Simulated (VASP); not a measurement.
Here is a VASP 6.6.1 calculation.

INCAR

```
PREC     = Accurate       # precision mode
ENCUT    = 520            # plane-wave cutoff, eV
EDIFF    = 1E-6           # SCF threshold, eV
ISMEAR   = 0              # smearing method
SIGMA    = 0.1            # smearing width, eV
LREAL    = F              # projectors in reciprocal space
LASPH    = T              # aspherical terms in the spheres
NELM     = 80             # most SCF steps
ALGO     = Normal         # electronic algorithm
ISIF     = 2              # what is computed and relaxed
LWAVE    = F              # write WAVECAR
LCHARG   = T              # write CHGCAR
GGA      = PE             # functional
LELF     = T              # ELF
LVHAR    = T            
NBANDS   = 22             # bands
```

Contents of KPOINTS:

```
Automatic mesh
0
Gamma
  15 15 8
```

Contents of POSCAR:

```
HfC
1.0
    3.3133485458      0.0000000000      0.0000000000
   -1.6566742729      2.8694440123      0.0000000000
    0.0000000000      0.0000000000      4.8446111954
Hf C
2 2
Direct
    0.6666666667      0.3333333333      0.7500000000
    0.3333333333      0.6666666667      0.2500000000
    0.0000000000      0.0000000000      0.0000000000
    0.0000000000      0.0000000000      0.5000000000
```

Potentials or basis: VASP PAW PBE potentials, release 64 (Hf_pv, C).

Run with:

```console
$ cat potpaw_PBE.64/Hf_pv/POTCAR potpaw_PBE.64/C/POTCAR > POTCAR
$ mpirun -np 1 vasp_std > vasp.out
```

(1) Estimate the band gap on the k mesh.

(2) Estimate the pressure.

Results:

(1) zero (band 14 reaches 8.29 eV, above the bottom of band 15 at 6.94 eV).

(2) 22.5 GPa.

Caveat: the cell differs from its parent crystal (strained); spin-orbit coupling is left out, which moves the levels of the heavy elements.
